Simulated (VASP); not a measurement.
# Ba (Im-3m) in VASP: further runs, part 2 of 2

VASP 6.6.1.

## (4) Single point, LDA (24.23 Å³/atom)

This run uses another cell than the first one, of 24.23 Å³/atom.

Contents of POSCAR:

```
Ba
1.0
   -1.8230033834      1.8230033834      1.8230033834
    1.8230033834     -1.8230033834      1.8230033834
    1.8230033834      1.8230033834     -1.8230033834
Ba
1
Direct
    0.0000000000      0.0000000000      0.0000000000
```

Contents of INCAR.step1:

```
SYSTEM = Ba
ALGO     = Normal         ! electronic algorithm
EDIFF    = 1E-7           ! SCF threshold, eV
ENCUT    = 520            ! plane-wave cutoff, eV
GGA      = CA             ! functional
ISIF     = 2              ! what is computed and relaxed
ISMEAR   = -1             ! smearing method
LASPH    = .True.         ! aspherical terms in the spheres
LCHARG   = .True.         ! write CHGCAR
LREAL    = .False.        ! projectors in reciprocal space
LWAVE    = .False.        ! write WAVECAR
NBANDS   = 11             ! bands
NELM     = 60             ! most SCF steps
PREC     = Accurate       ! precision mode
SIGMA    = 0.05           ! smearing width, eV
```

Contents of KPOINTS.step1:

```
k-points
0
Gamma
  11 11 11
  0 0 0
```

Contents of INCAR.step2:

```
SYSTEM = Ba
ALGO     = Normal         ! electronic algorithm
EDIFF    = 1E-7           ! SCF threshold, eV
ENCUT    = 520            ! plane-wave cutoff, eV
GGA      = CA             ! functional
ICHARG   = 11             ! starting density
ISIF     = 2              ! what is computed and relaxed
ISMEAR   = -5             ! smearing method
LASPH    = .True.         ! aspherical terms in the spheres
LCHARG   = .False.        ! write CHGCAR
LORBIT   = 11             ! projections on sites
LREAL    = .False.        ! projectors in reciprocal space
LWAVE    = .False.        ! write WAVECAR
NEDOS    = 1001           ! points of the DOS
NELM     = 60             ! most SCF steps
PREC     = Accurate       ! precision mode
SIGMA    = 0.05           ! smearing width, eV
```

Contents of KPOINTS.step2:

```
k-points
0
Gamma
  17 17 17
  0 0 0
```

Potentials or basis: VASP PAW LDA potentials, release 64 (Ba_sv).

Started as:

```bash
$ cat potpaw_LDA.64/Ba_sv/POTCAR > POTCAR
$ cp INCAR.step1 INCAR
$ cp KPOINTS.step1 KPOINTS
$ mpirun -np 1 vasp_std > vasp.out
$ cp INCAR.step2 INCAR
$ cp KPOINTS.step2 KPOINTS
$ mpirun -np 1 vasp_std > vasp.out
```

OUTCAR:

```text
SYSTEM = Ba
   EDIFF = 1E-7
   ENCUT = 520
   GGA = CA
   ICHARG = 11
   ISIF = 2
   ISMEAR = -5
   LASPH = .True.
   LORBIT = 11
   LREAL = .False.
   NELM = 60
   PREC = Accurate

 ion  position               nearest neighbor table
   1  0.000  0.000  0.000-

  LATTYP: Found a body centered cubic cell.
 ALAT       =     3.6460067668

  Lattice vectors:

 A1 = (  -1.8230033834,   1.8230033834,   1.8230033834)
 A2 = (   1.8230033834,  -1.8230033834,   1.8230033834)
 A3 = (   1.8230033834,   1.8230033834,  -1.8230033834)

Analysis of symmetry for initial positions (statically):
=====================================================================
 Subroutine PRICEL returns:
 Original cell was already a primitive cell.

 Routine SETGRP: Setting up the symmetry group for a
 body centered cubic supercell.

 Subroutine GETGRP returns: Found 48 space group operations
 (whereof 48 operations were pure point group operations)
 out of a pool of 48 trial point group operations.

The static configuration has the point symmetry O_h .

Analysis of symmetry for dynamics (positions and initial velocities):
=====================================================================
 Subroutine PRICEL returns:
 Original cell was already a primitive cell.

 Routine SETGRP: Setting up the symmetry group for a
 body centered cubic supercell.

 Subroutine GETGRP returns: Found 48 space group operations
 (whereof 48 operations were pure point group operations)
 out of a pool of 48 trial point group operations.

The dynamic configuration has the point symmetry O_h .

 Subroutine INISYM returns: Found 48 space group operations
 (whereof 48 operations are pure point group operations),
 and found     1 'primitive' translations

----------------------------------------------------------------------------------------

                                     Primitive cell

  volume of cell :      24.2338

  direct lattice vectors                    reciprocal lattice vectors
    -1.823003383  1.823003383  1.823003383     0.000000000  0.274272667  0.274272667
     1.823003383 -1.823003383  1.823003383     0.274272667  0.000000000  0.274272667
     1.823003383  1.823003383 -1.823003383     0.274272667  0.274272667  0.000000000

  length of vectors
     3.157534482  3.157534482  3.157534482     0.387880126  0.387880126  0.387880126

  position of ions in fractional coordinates (direct lattice)
     0.000000000  0.000000000  0.000000000

  ion indices of the primitive-cell ions
   primitive index   ion index
                 1           1

----------------------------------------------------------------------------------------

 KPOINTS: k-points

Automatic generation of k-mesh.
 Grid dimensions read from file:
 generate k-points for:   17   17   17

 Generating k-lattice:

  Cartesian coordinates                     Fractional coordinates (reciprocal lattice)
     0.000000000  0.016133686  0.016133686     0.058823529  0.000000000  0.000000000
     0.016133686  0.000000000  0.016133686     0.000000000  0.058823529  0.000000000
     0.016133686  0.016133686  0.000000000     0.000000000  0.000000000  0.058823529

  Length of vectors
     0.022816478  0.022816478  0.022816478

  Shift w.r.t. Gamma in fractional coordinates (k-lattice)
     0.000000000  0.000000000  0.000000000

 TETIRR: Found   5734 inequivalent tetrahedra from    29478

 Subroutine IBZKPT returns following result:
 ===========================================

 Found    165 irreducible k-points:

 Following reciprocal coordinates:
            Coordinates               Weight
  0.000000  0.000000  0.000000      1.000000
  0.058824  0.000000  0.000000     12.000000
  0.117647  0.000000  0.000000     12.000000
  0.176471  0.000000  0.000000     12.000000
  0.235294  0.000000  0.000000     12.000000
  0.294118  0.000000  0.000000     12.000000
[... 16 lines left out ...]
  0.411765  0.117647  0.000000     48.000000
  0.176471  0.176471  0.000000     24.000000
 [... further k-points ...]
   k-points           NKPTS =    165   k-points in BZ     NKDIM =    165   number of bands    NBANDS=      9
   number of dos      NEDOS =   1001   number of ions     NIONS =      1
   total plane-waves  NPLWV =  13824
   dimension x,y,z NGX =    24 NGY =   24 NGZ =   24
   dimension x,y,z NGXF=    48 NGYF=   48 NGZF=   48
   ions per type =               1
   NGX,Y,Z   is equivalent  to a cutoff of  12.64, 12.64, 12.64 a.u.
   NGXF,Y,Z  is equivalent  to a cutoff of  25.27, 25.27, 25.27 a.u.
 SYSTEM =  Ba
   PREC   = accura    normal or accurate (medium, high low for compatibility)
   ISTART =      0    job   : 0-new  1-cont  2-samecut
   ICHARG =     11    charge: 1-file 2-atom 10-const
   ISPIN  =      1    spin polarized calculation?
   LNONCOLLINEAR =      F non collinear calculations
   LSORBIT =      F    spin-orbit coupling
   LASPH  =      T    aspherical Exc in radial PAW
   ENCUT  =  520.0 eV  38.22 Ry    6.18 a.u.   5.87  5.87  5.87*2*pi/ulx,y,z
   NELM   =     60;   NELMIN=  2; NELMDL=  0     # of ELM steps
   EDIFF  = 0.1E-06   stopping-criterion for ELM
   LREAL  =      F    real-space projection
   EDIFFG = 0.1E-05   stopping-criterion for IOM
   NSW    =      0    number of steps for IOM
   IBRION =     -1    ionic relax: 0-MD 1-quasi-New 2-CG
   NFREE  =      0    steps in history (QN), initial steepest desc. (CG)
   ISIF   =      2    stress and relaxation
   ISYM   =      2    0-nonsym 1-usesym 2-fastsym
   POTIM  = 0.5000    time-step for ionic-motion
   TEBEG  =    0.0;   TEEND  =   0.0 temperature during run
   PSTRESS=    0.0 pullay stress
   NELECT =      10.0000    total number of electrons
   NUPDOWN=      -1.0000    fix difference up-down
   EMIN   =  10.00;   EMAX   =-10.00  energy-range for DOS
   EFERMI =   0.00;   METHOD = LEGACY
   ISMEAR =    -5;   SIGMA  =   0.05  broadening in eV -4-tet -1-fermi 0-gaus
   EFERMI_NEDOS =   21; number of points for ismear=-14 and -15
   IALGO  =     38    algorithm
   IMIX   =      4    mixing-type and parameters
     AMIX     =   0.40;   BMIX     =  1.00
     AMIX_MAG =   1.60;   BMIX_MAG =  1.00
  volume/ion in A,a.u.               =      24.23       163.54
  Fermi-wavevector in a.u.,A,eV,Ry     =   1.218804  2.303206 20.211240  1.485484
  Thomas-Fermi vector in A             =   2.354078
   LORBIT       =     11    0 simple, 1 ext, 2 COOP (PROOUT), +10 PAW based schemes
   GGA     = CA    functional components
   LHFCALC =     F    Hartree Fock is set to
   AEXX    =    0.0000 exact exchange contribution
   IVDW    =     0    specifies the selected vdW correction
   LEPSILON=     F    determine dielectric tensor
   LRPA    =     F    only Hartree local field effects (RPA)
 non-spin polarized calculation
 Fermi weights with tetrahedron method with Bloechl corrections
  energy-cutoff  :      520.00
  volume of cell :       24.23
 maximum number of plane-waves:       682

 number of electron      10.0000001 magnetization

 Free energy of the ion-electron system (eV)
  ---------------------------------------------------
  ext. energy  EPLUGINS =         0.00000000
  ---------------------------------------------------
  free energy    TOTEN  =        -0.71840158 eV

  energy without entropy =       -0.71840158  energy(sigma->0) =       -0.71840158

 E-fermi :   6.6614     XC(G=0): -11.3966

 val. band max:        6.7386512996   @ k =  -0.2353   0.2941   0.1176
 cond. band min:       6.6081705716   @ k =   0.2941   0.0588   0.0588
 fundamental gap:     -0.1304807280
 Fermi energy:         6.6613546731

 k-point     1 :       0.0000    0.0000    0.0000
  band No.  band energies     occupation
      1     -22.9393      2.00000
      2      -4.7059      2.00000
      3      -4.7059      2.00000
      4      -4.7059      2.00000
      5       5.6989      2.00000
      6       9.0356      0.00000
      7       9.0356      0.00000
      8       9.0356      0.00000
      9      12.3612      0.00000
[... 265 lines left out ...]
 k-point    24 :       0.1765    0.1765    0.0000
  band No.  band energies     occupation
      1     -22.0504      2.00000
      2      -8.2728      2.00000
      3      -6.1236      2.00000
      4      -5.1908      2.00000
      5       6.3966      2.02387
      6       7.3867      0.00000
      7       9.5025      0.00000
      8      11.1693      0.00000
      9      14.1133      0.00000

 [... further k-points ...]

------------------------ aborting loop because EDIFF is reached ----------------------------------------

  FORCE on cell =-STRESS in cart. coord.  units (eV):
  Direction    XX          YY          ZZ          XY          YZ          ZX
  --------------------------------------------------------------------------------------
  -------------------------------------------------------------------------------------
  Total        4.7828136      4.7828136      4.7828136     -0.0000000     -0.0000000      0.0000000
  in kB      316.2071041    316.2071041    316.2071041     -0.0000000     -0.0000000      0.0000000
  external PRESSURE =     316.2071041 kB  Pullay stress =       0.0000000 kB

 VOLUME and BASIS-vectors are now :
 -----------------------------------------------------------------------------
  energy-cutoff  :      520.00
  volume of cell :       24.23
      direct lattice vectors                 reciprocal lattice vectors
    -1.823003383  1.823003383  1.823003383     0.000000000  0.274272667  0.274272667
     1.823003383 -1.823003383  1.823003383     0.274272667  0.000000000  0.274272667
     1.823003383  1.823003383 -1.823003383     0.274272667  0.274272667  0.000000000

 POSITION                                       TOTAL-FORCE (eV/Angst)
 -----------------------------------------------------------------------------------
      0.00000      0.00000      0.00000         0.000000      0.000000      0.000000
 -----------------------------------------------------------------------------------
    total drift:                               -0.000000      0.000000      0.000000

  FREE ENERGIE OF THE ION-ELECTRON SYSTEM (eV)
  ---------------------------------------------------
  free  energy   TOTEN  =        -0.7184015784 eV

  energy  without entropy=       -0.7184015784  energy(sigma->0) =       -0.71840158

 total charge

# of ion       s       p       d       tot
------------------------------------------
    1        2.066   5.431   1.170   8.667
```

It took 38 s on 1 thread of AMD EPYC 7R43 (Zen 3), shared host; peak memory 0.13 GiB.

What came out:

| Property | Result |
| --- | --- |
| Valence electrons inside the program's atomic spheres | Ba 8.67 |

Caveat: spin-orbit coupling is left out, which moves the levels of the heavy elements; tetrahedron occupations give inexact forces and stress in metals.

## (5) Single point, LDA (24.23 Å³/atom)

This run uses another cell than the first one, of 24.23 Å³/atom.

POSCAR is that of step 4.

Contents of INCAR.step1:

```
PREC     = Accurate       # precision mode
ENCUT    = 520            # plane-wave cutoff, eV
EDIFF    = 1E-6           # SCF threshold, eV
ISMEAR   = -1             # smearing method
SIGMA    = 0.05           # smearing width, eV
LREAL    = F              # projectors in reciprocal space
LASPH    = T              # aspherical terms in the spheres
NELM     = 60             # most SCF steps
ALGO     = Normal         # electronic algorithm
ISIF     = 2              # what is computed and relaxed
LWAVE    = F              # write WAVECAR
LCHARG   = T              # write CHGCAR
GGA      = CA             # functional
NBANDS   = 11             # bands
```

Contents of KPOINTS.step1:

```
Automatic mesh
0
Gamma
  11 11 11
```

Contents of INCAR.step2:

```
PREC     = Accurate       # precision mode
ENCUT    = 520            # plane-wave cutoff, eV
EDIFF    = 1E-6           # SCF threshold, eV
ISMEAR   = -5             # smearing method
SIGMA    = 0.05           # smearing width, eV
LREAL    = F              # projectors in reciprocal space
LASPH    = T              # aspherical terms in the spheres
NELM     = 60             # most SCF steps
ALGO     = Normal         # electronic algorithm
ISIF     = 2              # what is computed and relaxed
LWAVE    = F              # write WAVECAR
LCHARG   = F              # write CHGCAR
GGA      = CA             # functional
LORBIT   = 11             # projections on sites
NEDOS    = 1001           # points of the DOS
ICHARG   = 11             # starting density
```

Contents of KPOINTS.step2:

```
Automatic mesh
0
Gamma
  17 17 17
```

Started as:

```bash
$ cat potpaw_LDA.64/Ba_sv/POTCAR > POTCAR
$ cp INCAR.step1 INCAR
$ cp KPOINTS.step1 KPOINTS
$ mpirun -np 1 vasp_std > vasp.out
$ cp INCAR.step2 INCAR
$ cp KPOINTS.step2 KPOINTS
$ mpirun -np 1 vasp_std > vasp.out
```

Run time: 37 s. Hardware: 1 thread of AMD EPYC 7R43 (Zen 3), shared host; peak memory 0.13 GiB.

Results (log left out):

- Valence electrons inside the program's atomic spheres: Ba 8.67

Levels at points of the mesh, in eV from the Fermi level:
```
           k point  band 1  band 2  band 3  band 4  band 5  band 6  band 7  band 8  band 9
(0.00, 0.00, 0.00)  -29.60  -11.37  -11.37  -11.37   -0.96    2.37    2.37    2.37    5.70
```

Caveat: spin-orbit coupling is left out, which moves the levels of the heavy elements; tetrahedron occupations give inexact forces and stress in metals.
